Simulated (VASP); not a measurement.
Here is a VASP 6.6.1 calculation.

The input INCAR:

```
  PREC = Accurate
  ENCUT = 520
  EDIFF = 1E-7
  ISMEAR = 0
  SIGMA = 0.15
  LREAL = False
  LASPH = True
  NELM = 60
  ALGO = Fast
  ISIF = 2
  LWAVE = False
  LCHARG = False
  GGA = PS
  NBANDS = 36
```

Contents of KPOINTS:

```
Automatic mesh
0
Gamma
  8 8 8
```

POSCAR

```
AlPt
1.0
    4.8685043982      0.0000000000      0.0000000000
    0.0000000000      4.8685043982      0.0000000000
    0.0000000000      0.0000000000      4.8685043982
Al Pt
4 4
Direct
    0.8438828753      0.8438828753      0.8438828753
    0.6561171247      0.1561171247      0.3438828753
    0.3438828753      0.6561171247      0.1561171247
    0.1561171247      0.3438828753      0.6561171247
    0.1599122538      0.1599122538      0.1599122538
    0.3400877462      0.8400877462      0.6599122538
    0.6599122538      0.3400877462      0.8400877462
    0.8400877462      0.6599122538      0.3400877462
```

Potentials or basis: VASP PAW PBE potentials, release 64 (Al, Pt).

Command:

```bash
$ cat potpaw_PBE.64/Al/POTCAR potpaw_PBE.64/Pt/POTCAR > POTCAR
$ mpirun -np 1 vasp_std > vasp.out
```

**Question.** Estimate the largest force.

**Answer.** 0.361 eV/Å.

**Question.** Predict the pressure.

**Answer.** 0.2 GPa.

**Question.** Estimate the band gap on the k mesh.

**Answer.** Zero (bands 26 and 27 overlap by 1.23 eV).

Forces in eV/Å, atoms in the order of the input:
```
Al  -0.010 -0.010 -0.010
Al   0.010  0.010 -0.010
Al  -0.010  0.010  0.010
Al   0.010 -0.010  0.010
Pt  -0.209 -0.209 -0.209
Pt   0.209  0.209 -0.209
Pt  -0.209  0.209  0.209
Pt   0.209 -0.209  0.209
```

Caveat: the cell differs from its parent crystal (atoms displaced along a vibrational mode); the PAW data sets were made with another functional, which shifts forces and pressure a little; spin-orbit coupling is left out, which moves the levels of the heavy elements.
